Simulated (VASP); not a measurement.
Wanted: the native input for a VASP 6.6.1 run.

```yaml
Task: single point
Functional: PBE
Potentials_or_basis: VASP PAW PBE potentials, release 64 (Zn, Se, S)
Cutoff: 520 eV
k_mesh: 12 × 12 × 4
Occupations: gaussian, width 0.02 eV
Spin: no spin polarisation
Dipole_correction: no
Further_INCAR_settings: ALGO = Normal; EDIFF = 1e-06; NBANDS = 36
```

The structure of Zn3SeS2 lies in POSCAR:

```
Zn3SeS2
1.0
    4.0436694473     -0.0000000299      0.0000000000
   -2.0218346977      3.5019204808      0.0000000000
    0.0000000000      0.0000000000      9.9097950520
Zn Se S
3 1 2
Direct
    0.0000000000      0.0000000000      0.0091827543
    0.6666666667      0.3333333333      0.3332901119
    0.3333333333      0.6666666667      0.6570766695
    0.0000000000      0.0000000000      0.7504237797
    0.6666666667      0.3333333333      0.0877503520
    0.3333333333      0.6666666667      0.4122753329
```

The input as run:

INCAR

```
SYSTEM = Zn3SeS2
ALGO = Normal ; EDIFF = 1E-6
ENCUT = 520 ; GGA = PE
ISIF = 2 ; ISMEAR = 0
LASPH = .True. ; LCHARG = .False.
LREAL = .False. ; LWAVE = .False.
NBANDS = 36 ; NELM = 80
PREC = Accurate ; SIGMA = 0.02
```

KPOINTS

```
k-points
0
Gamma
  12 12 4
  0 0 0
```

Potentials or basis: VASP PAW PBE potentials, release 64 (Zn, Se, S).

Run with:

```bash
$ cat potpaw_PBE.64/Zn/POTCAR potpaw_PBE.64/Se/POTCAR potpaw_PBE.64/S/POTCAR > POTCAR
$ mpirun -np 1 vasp_std > vasp.out
```

Results of the run:

The pressure is -4.8 GPa. The largest force is 0.010 eV/Å and the band gap on the k mesh is 1.08 eV.

Caveat: the cell stands under tension.

Wall time 4 min on 1 thread of Intel(R) Xeon(R) 6975P-C (Granite Rapids) (shared host), peak memory 0.46 GiB.
